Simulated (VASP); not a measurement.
# Au (Fm-3m) in VASP: single point with PBE

Aim: the single point of Au with PBE.

All numbers are computed with VASP 6.6.1; they aren't measurements. Logs are shortened: lines on timing, memory, paths and dates and some standing lists are left out, and cuts for length are marked.

### 1 The cell of the first run

It takes space group Fm-3m (No. 225, cubic). The conventional cell has a = 4.070 Å, b = 4.070 Å, c = 4.070 Å, α = 90.00°, β = 90.00°, γ = 90.00°. Within 3.8 Å of Au (site symmetry m-3m) lie 12 Au at 2.88 Å.

### 2 Single point, PBE

INCAR

```
SYSTEM = Au
ALGO     = Normal         ! electronic algorithm
EDIFF    = 1E-6           ! SCF threshold, eV
ENCUT    = 520            ! plane-wave cutoff, eV
GGA      = PE             ! functional
ISIF     = 2              ! what is computed and relaxed
ISMEAR   = 0              ! smearing method
LASPH    = .True.         ! aspherical terms in the spheres
LCHARG   = .False.        ! write CHGCAR
LREAL    = .False.        ! projectors in reciprocal space
LWAVE    = .False.        ! write WAVECAR
NBANDS   = 12             ! bands
NELM     = 100            ! most SCF steps
PREC     = Accurate       ! precision mode
SIGMA    = 0.1            ! smearing width, eV
```

KPOINTS

```
k-points
0
Gamma
  16 16 16
  0 0 0
```

POSCAR

```
Au
1.0
    0.0000000000      2.0350000000      2.0350000000
    2.0350000000      0.0000000000      2.0350000000
    2.0350000000      2.0350000000      0.0000000000
Au
1
Direct
    0.0000000000      0.0000000000      0.0000000000
```

Potentials or basis: VASP PAW PBE potentials, release 64 (Au).

On the command line:

```bash
> cat potpaw_PBE.64/Au/POTCAR > POTCAR
> mpirun -np 1 vasp_std > vasp.out
```

OUTCAR:

```text
SYSTEM = Au
   EDIFF = 1E-6
   ENCUT = 520
   GGA = PE
   ISIF = 2
   ISMEAR = 0
   LASPH = .True.
   LREAL = .False.
   NELM = 100
   PREC = Accurate

 ion  position               nearest neighbor table
   1  0.000  0.000  0.000-

  LATTYP: Found a face centered cubic cell.
 ALAT       =     4.0700000000

  Lattice vectors:

 A1 = (   0.0000000000,   2.0350000000,   2.0350000000)
 A2 = (   2.0350000000,   0.0000000000,   2.0350000000)
 A3 = (   2.0350000000,   2.0350000000,   0.0000000000)

Analysis of symmetry for initial positions (statically):
=====================================================================
 Subroutine PRICEL returns:
 Original cell was already a primitive cell.

 Routine SETGRP: Setting up the symmetry group for a
 face centered cubic supercell.

 Subroutine GETGRP returns: Found 48 space group operations
 (whereof 48 operations were pure point group operations)
 out of a pool of 48 trial point group operations.

The static configuration has the point symmetry O_h .

Analysis of symmetry for dynamics (positions and initial velocities):
=====================================================================
 Subroutine PRICEL returns:
 Original cell was already a primitive cell.

 Routine SETGRP: Setting up the symmetry group for a
 face centered cubic supercell.

 Subroutine GETGRP returns: Found 48 space group operations
 (whereof 48 operations were pure point group operations)
 out of a pool of 48 trial point group operations.

The dynamic configuration has the point symmetry O_h .

 Subroutine INISYM returns: Found 48 space group operations
 (whereof 48 operations are pure point group operations),
 and found     1 'primitive' translations

----------------------------------------------------------------------------------------

                                     Primitive cell

  volume of cell :      16.8548

  direct lattice vectors                    reciprocal lattice vectors
     0.000000000  2.035000000  2.035000000    -0.245700246  0.245700246  0.245700246
     2.035000000  0.000000000  2.035000000     0.245700246 -0.245700246  0.245700246
     2.035000000  2.035000000  0.000000000     0.245700246  0.245700246 -0.245700246

  length of vectors
     2.877924599  2.877924599  2.877924599     0.425565309  0.425565309  0.425565309

  position of ions in fractional coordinates (direct lattice)
     0.000000000  0.000000000  0.000000000

  ion indices of the primitive-cell ions
   primitive index   ion index
                 1           1

----------------------------------------------------------------------------------------

 KPOINTS: k-points

Automatic generation of k-mesh.
 Grid dimensions read from file:
 generate k-points for:   16   16   16

 Generating k-lattice:

  Cartesian coordinates                     Fractional coordinates (reciprocal lattice)
    -0.015356265  0.015356265  0.015356265     0.062500000  0.000000000  0.000000000
     0.015356265 -0.015356265  0.015356265     0.000000000  0.062500000  0.000000000
     0.015356265  0.015356265 -0.015356265     0.000000000  0.000000000  0.062500000

  Length of vectors
     0.026597832  0.026597832  0.026597832

  Shift w.r.t. Gamma in fractional coordinates (k-lattice)
     0.000000000  0.000000000  0.000000000

 Subroutine IBZKPT returns following result:
 ===========================================

 Found    145 irreducible k-points:

 Following reciprocal coordinates:
            Coordinates               Weight
  0.000000  0.000000  0.000000      1.000000
  0.062500  0.000000  0.000000      8.000000
  0.125000  0.000000  0.000000      8.000000
  0.187500  0.000000  0.000000      8.000000
  0.250000  0.000000  0.000000      8.000000
  0.312500  0.000000  0.000000      8.000000
[... 16 lines left out ...]
 -0.125000  0.062500  0.000000     24.000000
 -0.062500  0.062500  0.000000     12.000000
 [... further k-points ...]
   k-points           NKPTS =    145   k-points in BZ     NKDIM =    145   number of bands    NBANDS=     12
   number of dos      NEDOS =    301   number of ions     NIONS =      1
   total plane-waves  NPLWV =  13824
   dimension x,y,z NGX =    24 NGY =   24 NGZ =   24
   dimension x,y,z NGXF=    48 NGYF=   48 NGZF=   48
   ions per type =               1
   NGX,Y,Z   is equivalent  to a cutoff of  13.86, 13.86, 13.86 a.u.
   NGXF,Y,Z  is equivalent  to a cutoff of  27.73, 27.73, 27.73 a.u.
 SYSTEM =  Au
   PREC   = accura    normal or accurate (medium, high low for compatibility)
   ISTART =      0    job   : 0-new  1-cont  2-samecut
   ICHARG =      2    charge: 1-file 2-atom 10-const
   ISPIN  =      1    spin polarized calculation?
   LNONCOLLINEAR =      F non collinear calculations
   LSORBIT =      F    spin-orbit coupling
   LASPH  =      T    aspherical Exc in radial PAW
   ENCUT  =  520.0 eV  38.22 Ry    6.18 a.u.   5.35  5.35  5.35*2*pi/ulx,y,z
   NELM   =    100;   NELMIN=  2; NELMDL= -5     # of ELM steps
   EDIFF  = 0.1E-05   stopping-criterion for ELM
   LREAL  =      F    real-space projection
   EDIFFG = 0.1E-04   stopping-criterion for IOM
   NSW    =      0    number of steps for IOM
   IBRION =     -1    ionic relax: 0-MD 1-quasi-New 2-CG
   NFREE  =      0    steps in history (QN), initial steepest desc. (CG)
   ISIF   =      2    stress and relaxation
   ISYM   =      2    0-nonsym 1-usesym 2-fastsym
   POTIM  = 0.5000    time-step for ionic-motion
   TEBEG  =    0.0;   TEEND  =   0.0 temperature during run
   PSTRESS=    0.0 pullay stress
   NELECT =      11.0000    total number of electrons
   NUPDOWN=      -1.0000    fix difference up-down
   EMIN   =  10.00;   EMAX   =-10.00  energy-range for DOS
   EFERMI =   0.00;   METHOD = LEGACY
   ISMEAR =     0;   SIGMA  =   0.10  broadening in eV -4-tet -1-fermi 0-gaus
   EFERMI_NEDOS =   21; number of points for ismear=-14 and -15
   IALGO  =     38    algorithm
   IMIX   =      4    mixing-type and parameters
     AMIX     =   0.40;   BMIX     =  1.00
     AMIX_MAG =   1.60;   BMIX_MAG =  1.00
  volume/ion in A,a.u.               =      16.85       113.74
  Fermi-wavevector in a.u.,A,eV,Ry     =   1.420032  2.683470 27.436005  2.016489
  Thomas-Fermi vector in A             =   2.540990
   LORBIT       =      0    0 simple, 1 ext, 2 COOP (PROOUT), +10 PAW based schemes
   GGA     = PE    functional components
   LHFCALC =     F    Hartree Fock is set to
   AEXX    =    0.0000 exact exchange contribution
   IVDW    =     0    specifies the selected vdW correction
   LEPSILON=     F    determine dielectric tensor
   LRPA    =     F    only Hartree local field effects (RPA)
 non-spin polarized calculation
 Gauss-broadening in eV      SIGMA  =   0.10
  energy-cutoff  :      520.00
  volume of cell :       16.85
 maximum number of plane-waves:       469
 NGX is ok and might be reduce to    24
   NGX = 11   NGY = 11   NGZ = 11

 number of electron      10.9999999 magnetization

 Free energy of the ion-electron system (eV)
  ---------------------------------------------------
  ext. energy  EPLUGINS =         0.00000000
  ---------------------------------------------------
  free energy    TOTEN  =        -3.18739061 eV

  energy without entropy =       -3.18593363  energy(sigma->0) =       -3.18666212

 E-fermi :   9.6352     XC(G=0): -12.7833

 val. band max:        9.5344134415   @ k =   0.5000   0.2500   0.1250
 cond. band min:       9.6539708458   @ k =   0.5000   0.3125   0.1250
 fundamental gap:      0.1195574042
 Fermi energy:         9.6351685093

 k-point     1 :       0.0000    0.0000    0.0000
  band No.  band energies     occupation
      1      -0.3136      2.00000
      2       4.9076      2.00000
      3       4.9076      2.00000
      4       4.9076      2.00000
      5       6.4523      2.00000
      6       6.4523      2.00000
      7      24.1657      0.00000
      8      28.2305      0.00000
      9      28.2305      0.00000
     10      28.2305      0.00000
     11      33.1692      0.00000
     12      37.9337      0.00000

 k-point     2 :       0.0625    0.0000    0.0000
  band No.  band energies     occupation
      1      -0.1758      2.00000
      2       4.8619      2.00000
      3       4.9554      2.00000
      4       4.9554      2.00000
      5       6.4304      2.00000
      6       6.4304      2.00000
      7      24.3313      0.00000
      8      27.3560      0.00000
      9      28.3980      0.00000
     10      28.3980      0.00000
     11      33.9013      0.00000
     12      36.3747      0.00000

 k-point     3 :       0.1250    0.0000    0.0000
  band No.  band energies     occupation
      1       0.2232      2.00000
      2       4.7519      2.00000
      3       5.0746      2.00000
      4       5.0746      2.00000
      5       6.3921      2.00000
      6       6.3921      2.00000
      7      24.6496      0.00000
      8      25.6681      0.00000
      9      28.8649      0.00000
     10      28.8649      0.00000
     11      33.2293      0.00000
     12      35.5415      0.00000

 k-point     4 :       0.1875    0.0000    0.0000
  band No.  band energies     occupation
      1       0.8282      2.00000
      2       4.6642      2.00000
      3       5.1852      2.00000
      4       5.1852      2.00000
      5       6.4233      2.00000
      6       6.4233      2.00000
      7      23.2421      0.00000
      8      25.3513      0.00000
      9      29.4834      0.00000
     10      29.4834      0.00000
     11      31.7662      0.00000
     12      33.8623      0.00000

 k-point     5 :       0.2500    0.0000    0.0000
  band No.  band energies     occupation
      1       1.5012      2.00000
      2       4.7700      2.00000
      3       5.1911      2.00000
      4       5.1911      2.00000
      5       6.6186      2.00000
      6       6.6186      2.00000
      7      20.9082      0.00000
      8      25.2644      0.00000
      9      29.7490      0.00000
     10      29.7490      0.00000
     11      31.4959      0.00000
     12      32.7738      0.00000
[... 228 lines left out ...]
      1       1.8164      2.00000
      2       4.7412      2.00000
      3       5.1848      2.00000
      4       5.2382      2.00000
      5       6.4674      2.00000
      6       7.0659      2.00000
      7      20.1575      0.00000
      8      25.0879      0.00000
      9      27.8526      0.00000
     10      30.7316      0.00000
     11      31.1280      0.00000
     12      32.4988      0.00000

 k-point    22 :      -0.1875    0.0625    0.0000
  band No.  band energies     occupation
      1       1.1706      2.00000
      2       4.5706      2.00000
      3       5.2358      2.00000
      4       5.2709      2.00000
      5       6.2291      2.00000
      6       6.7279      2.00000
      7      22.5591      0.00000
      8      25.3426      0.00000
      9      28.2735      0.00000
     10      30.5016      0.00000
     11      30.9225      0.00000
     12      33.5444      0.00000

 k-point    23 :      -0.1250    0.0625    0.0000
  band No.  band energies     occupation
      1       0.5232      2.00000
      2       4.6423      2.00000
      3       5.1615      2.00000
      4       5.1827      2.00000
      5       6.2186      2.00000
      6       6.5453      2.00000
      7      24.5875      0.00000
      8      25.2367      0.00000
      9      28.0517      0.00000
     10      29.8542      0.00000
     11      31.9328      0.00000
     12      35.0749      0.00000

 k-point    24 :      -0.0625    0.0625    0.0000
  band No.  band energies     occupation
      1       0.0498      2.00000
      2       4.7735      2.00000
      3       5.0215      2.00000
      4       5.0570      2.00000
      5       6.3245      2.00000
      6       6.4779      2.00000
      7      24.5788      0.00000
      8      26.5185      0.00000
      9      28.0277      0.00000
     10      28.9802      0.00000
     11      33.8337      0.00000
     12      35.9081      0.00000

 [... further k-points ...]

------------------------ aborting loop because EDIFF is reached ----------------------------------------

  FORCE on cell =-STRESS in cart. coord.  units (eV):
  Direction    XX          YY          ZZ          XY          YZ          ZX
  --------------------------------------------------------------------------------------
  -------------------------------------------------------------------------------------
  Total        1.1089988      1.1089988      1.1089988      0.0000000     -0.0000000      0.0000000
  in kB      105.4188870    105.4188870    105.4188870      0.0000000     -0.0000000      0.0000000
  external PRESSURE =     105.4188870 kB  Pullay stress =       0.0000000 kB

 VOLUME and BASIS-vectors are now :
 -----------------------------------------------------------------------------
  energy-cutoff  :      520.00
  volume of cell :       16.85
      direct lattice vectors                 reciprocal lattice vectors
     0.000000000  2.035000000  2.035000000    -0.245700246  0.245700246  0.245700246
     2.035000000  0.000000000  2.035000000     0.245700246 -0.245700246  0.245700246
     2.035000000  2.035000000  0.000000000     0.245700246  0.245700246 -0.245700246

 POSITION                                       TOTAL-FORCE (eV/Angst)
 -----------------------------------------------------------------------------------
      0.00000      0.00000      0.00000         0.000000      0.000000      0.000000
 -----------------------------------------------------------------------------------
    total drift:                                0.000000      0.000000      0.000000

  FREE ENERGIE OF THE ION-ELECTRON SYSTEM (eV)
  ---------------------------------------------------
  free  energy   TOTEN  =        -3.1873906100 eV

  energy  without entropy=       -3.1859336302  energy(sigma->0) =       -3.18666212
```

Run time: 18 s. Hardware: 1 thread of Intel Xeon Platinum 8375C at 2.90GHz (Ice Lake), shared host; peak memory 0.16 GiB.

Results:

* Free energy: -3.1874 eV
* Pressure: 10.5 GPa
* Band gap on the k mesh: zero (an odd number of electrons rules out a gap without spin polarisation)

Caveat: the cell stands under pressure; spin-orbit coupling is left out, which moves the levels of the heavy elements.
